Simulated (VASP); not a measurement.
## Li2O: single point with PBE

Li2O:

```xyz
3
Lattice="0.0000 2.3269 2.3269 2.3269 0.0000 2.3269 2.3269 2.3269 0.0000" Properties=species:S:1:pos:R:3 pbc="T T T"
Li    5.0307    4.1209    5.3727
Li    2.7038    1.7940    3.0459
O     1.5404    0.6306    1.8824
```

```
Program                : VASP 6.6.1
Task                   : single point
Functional             : PBE
Potentials or basis    : VASP PAW PBE potentials, release 64 (Li_sv, O)
Cutoff                 : 750 eV
k mesh                 : 6 × 6 × 6
Occupations            : gaussian, width 0.1 eV
Spin                   : collinear spin, zero start
Starting moments       : [0.0, 0.0, 0.0] μB
Dipole correction      : no
Further INCAR settings : ALGO = Normal; EDIFF = 1e-06; NBANDS = 17
```

| Item | Value |
| --- | --- |
| Pressure | -1.7 GPa |
| Band gap on the k mesh | 4.94 eV (least direct gap 5.11 eV) |
| Net moment | 0.00 μB per cell |
| Valence electrons inside the program's atomic spheres | Li 2.11; O 5.02 |

Levels at points of the mesh, in eV from the valence-band top:
Spin up:
```csv
k point,band 3,band 4,band 5,band 6,band 7,band 8,band 9,band 10
"(0.00, 0.00, 0.00)",-15.41,0.00,0.00,0.00,5.11,11.81,11.81,11.81
"(0.50, 0.00, 0.00)",-15.19,-2.72,-0.43,-0.43,9.07,9.59,11.94,11.94
"(0.50, 0.50, 0.00)",-15.14,-1.58,-1.34,-1.34,4.94,13.33,13.33,14.43
```
Spin down:
| k point | band 3 | band 4 | band 5 | band 6 | band 7 | band 8 | band 9 | band 10 |
| --- | --- | --- | --- | --- | --- | --- | --- | --- |
| (0.00, 0.00, 0.00) | -15.41 | 0.00 | 0.00 | 0.00 | 5.11 | 11.81 | 11.81 | 11.81 |
| (0.50, 0.00, 0.00) | -15.19 | -2.72 | -0.43 | -0.43 | 9.07 | 9.59 | 11.94 | 11.94 |
| (0.50, 0.50, 0.00) | -15.14 | -1.58 | -1.34 | -1.34 | 4.94 | 13.33 | 13.33 | 14.43 |

Wall time 51 s on 1 thread of Intel Xeon 8259CL, with other jobs on the host, peak memory 0.18 GiB.

A k mesh can miss the band edges.
